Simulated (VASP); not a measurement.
Write the native input for VASP 6.6.1 that does the following.

```
Task                   : single point
Functional             : PBE
Dispersion             : D3(BJ)
Potentials or basis    : VASP PAW PBE potentials, release 64 (S, W_sv)
Cutoff                 : 520 eV
k mesh                 : 9 × 9 × 1
Occupations            : gaussian, width 0.05 eV
Spin                   : no spin polarisation
Dipole correction      : yes
Further INCAR settings : ALGO = Normal; EDIFF = 1e-06; NBANDS = 35
```

The structure of WS2 lies in POSCAR:

```
WS2
1.0
    3.1595457497      0.0000000000      0.0000000000
   -1.5797728749      2.7362468836      0.0000000000
    0.0000000000      0.0000000000     23.8042575719
S W
4 2
Direct
    0.3333333333      0.6666666667      0.1890418126
    0.3333333333      0.6666666667      0.3214605103
    0.5000000000      0.6666666667      0.5205845529
    0.5000000000      0.6666666667      0.6530032506
    0.6666666667      0.3333333333      0.2552511581
    0.1666666667      1.0000000000      0.5867938984
```

These files were run (other wordings do the same):

INCAR

```
PREC = Accurate
ENCUT = 520
EDIFF = 1E-6
ISMEAR = 0
SIGMA = 0.05
LREAL = False
LASPH = True
NELM = 100
ALGO = Normal
ISIF = 2
LWAVE = False
LCHARG = False
LDIPOL = True
IDIPOL = 3
DIPOL = 0.5 0.5 0.421
GGA = PE
IVDW = 12
NBANDS = 35
```

KPOINTS

```
regular mesh
0
Gamma
  9 9 1
```

Potentials or basis: VASP PAW PBE potentials, release 64 (S, W_sv).

The run is started by

```console
$ cat potpaw_PBE.64/S/POTCAR potpaw_PBE.64/W_sv/POTCAR > POTCAR
$ mpirun -np 1 vasp_std > vasp.out
```

It gave:

| Quantity | Value |
| --- | --- |
| Largest force | 0.046 eV/Å |
| Band gap on the k mesh | 1.92 eV, direct |
| Dispersion energy per atom | -0.328 eV |

Caveat: spin-orbit coupling is left out, which moves the levels of the heavy elements.

It took 3.7 min on 1 thread of Intel(R) Xeon(R) Platinum 8488C (Sapphire Rapids) (shared host), peak memory 0.44 GiB.
